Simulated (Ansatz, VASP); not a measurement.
Ga3As3CO: VASP beside Ansatz

```
Ga As O C
1.0
     4.01370    0.00000    0.00000
     0.00000    5.67623    0.00000
     0.00000    0.00000   23.33527
Ga As O C
3 3 1 1
Cartesian
  2.0069 2.8381 4.0000
  0.0000 0.3711 6.2539
  2.0069 2.7783 7.5339
  0.0000 1.4191 4.0000
  2.0069 4.5990 5.8454
  0.0000 1.6391 8.3853
  2.0069 3.5311 11.2853
  2.0069 3.5311 12.4353
```

Alike in both runs: task single point; functional PBE; dispersion D3(BJ); k mesh 7 × 5 × 1; occupations gaussian, width 0.05 eV; no spin polarisation.

```csv
,VASP,Ansatz
version,VASP 6.6.1,Ansatz 0.2.0
potentials or method,"VASP PAW PBE potentials, release 64 (Ga_d, As, O, C), cutoff 520 eV","scalar-relativistic, plane waves, PAW"
valence electrons in the cell,64,94
```

```csv
,VASP,Ansatz,Ansatz less VASP
gap on the k mesh at the Fermi level (eV),0.41,0.41,+0.007
least direct gap on the mesh (eV),0.75,0.76,+0.003
rms of the force components (eV/Å),0.376,0.541,+0.1644
```

One of these differences is far larger than is usual between the two programs; its cause wasn't traced. VASP's potentials hold 64 valence electrons a cell and Ansatz's 94, so a difference there can come from the potentials and not from the codes.

Noted on VASP's run: the standard files for N, O and F lose accuracy on very short bonds.
